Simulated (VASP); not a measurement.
A run of VASP 6.6.1:

INCAR

```
ALGO = Fast
EDIFF = 1E-7
ENCUT = 520
GGA = PE
ISIF = 2
ISMEAR = 0
ISPIN = 2
LASPH = T
LCHARG = F
LDAU = T
LDAUJ = 0 0
LDAUL = 2 -1
LDAUPRINT = 1
LDAUTYPE = 2
LDAUU = 4.38 0
LMAXMIX = 4
LORBIT = 11
LREAL = F
LWAVE = F
MAGMOM = 2 -2 0 0
NBANDS = 32
NELM = 150
PREC = Accurate
SIGMA = 0.1
```

KPOINTS

```
k-points
0
Gamma
  14 14 7
```

The input POSCAR:

```
MoS
1.0
    0.0000000000      2.7373208118      2.7373208118
    2.7373208118      0.0000000000      2.7373208118
    5.4746416237      5.4746416237      0.0000000000
Mo S
2 2
Direct
    0.0000000000      1.0000000000      1.0000000000
    0.0000000000      1.0000000000      0.5000000000
    0.5000000000      0.5000000000      0.2500000000
    0.5000000000      0.5000000000      0.7500000000
```

Potentials or basis: VASP PAW PBE potentials, release 64 (Mo_sv, S).

Launch:

```bash
$ cat potpaw_PBE.64/Mo_sv/POTCAR potpaw_PBE.64/S/POTCAR > POTCAR
$ mpirun -np 1 vasp_std > vasp.out
```

Hardware: 1 thread of Oxide Virtual Turin-like Processor, with other jobs on the host.

Task: Estimate the wall time of this run.

Result: Run time: 27 min on 1 thread of Oxide Virtual Turin-like Processor, on a shared host, peak memory 0.6 GiB. Counts: scf iterations 19, k points 144.
